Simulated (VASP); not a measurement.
Write the native input for VASP 6.6.1 that does the following.

```yaml
Task: single point
Functional: r2SCAN
Potentials_or_basis: VASP PAW PBE potentials, release 64 (Ti_sv, O)
Cutoff: 520 eV
k_mesh: 8 × 8 × 8
Occupations: gaussian, width 0.05 eV
Spin: no spin polarisation
Dipole_correction: no
Further_INCAR_settings: ALGO = Normal; EDIFF = 1e-07; NBANDS = 19
```

Crystal: TiO2.

```
Ti O
1.0
     1.49733    0.86448    7.15608
    -1.49733    0.86448    7.15608
     0.00000   -1.72897    7.15608
Ti O
1 2
Cartesian
  0.0000 0.0000 0.0000
  0.0000 0.0000 13.3203
  0.0000 0.0000 8.1479
```

These files were run (other wordings do the same):

POSCAR

```
TiO2
1.0
    1.4973310000      0.8644850000      7.1560826000
   -1.4973310000      0.8644850000      7.1560826000
    0.0000000000     -1.7289690000      7.1560826000
Ti O
1 2
Direct
    0.0000000000      0.0000000000      0.0000000000
    0.6204670000      0.6204670000      0.6204670000
    0.3795330000      0.3795330000      0.3795330000
```

INCAR.step1

```
SYSTEM = TiO2
  PREC = Accurate
  ENCUT = 520
  ISMEAR = 0
  SIGMA = 0.05
  LREAL = .FALSE.
  LASPH = .TRUE.
  NELM = 60
  NBANDS = 19
  GGA = PE
  ALGO = Normal
  EDIFF = 1E-4
  LWAVE = .TRUE.
  LCHARG = .FALSE.
```

INCAR.step2

```
SYSTEM = TiO2
  PREC = Accurate
  ENCUT = 520
  EDIFF = 1E-7
  ISMEAR = 0
  SIGMA = 0.05
  LREAL = .FALSE.
  LASPH = .TRUE.
  NELM = 60
  ALGO = Normal
  ISIF = 2
  LWAVE = .FALSE.
  LCHARG = .FALSE.
  METAGGA = R2SCAN
  LMIXTAU = .TRUE.
  NBANDS = 19
  ISTART = 1
```

KPOINTS

```
regular mesh
0
G
  8 8 8
  0 0 0
```

Potentials or basis: VASP PAW PBE potentials, release 64 (Ti_sv, O).

Run with:

```bash
$ cat potpaw_PBE.64/Ti_sv/POTCAR potpaw_PBE.64/O/POTCAR > POTCAR
$ cp INCAR.step1 INCAR
$ mpirun -np 1 vasp_std > vasp.out
$ cp INCAR.step2 INCAR
$ mpirun -np 1 vasp_std > vasp.out
```

It gave:

- Pressure: -4.6 GPa
- Largest force: 0.841 eV/Å
- Band gap on the k mesh: 3.07 eV (least direct gap 3.25 eV)

Caveat: the cell stands under tension; the PAW data sets were made with another functional, which shifts forces and pressure a little.

Run time: 13 min on 1 thread of Intel(R) Xeon(R) 6975P-C (Granite Rapids), with other jobs on the host, peak memory 0.48 GiB.
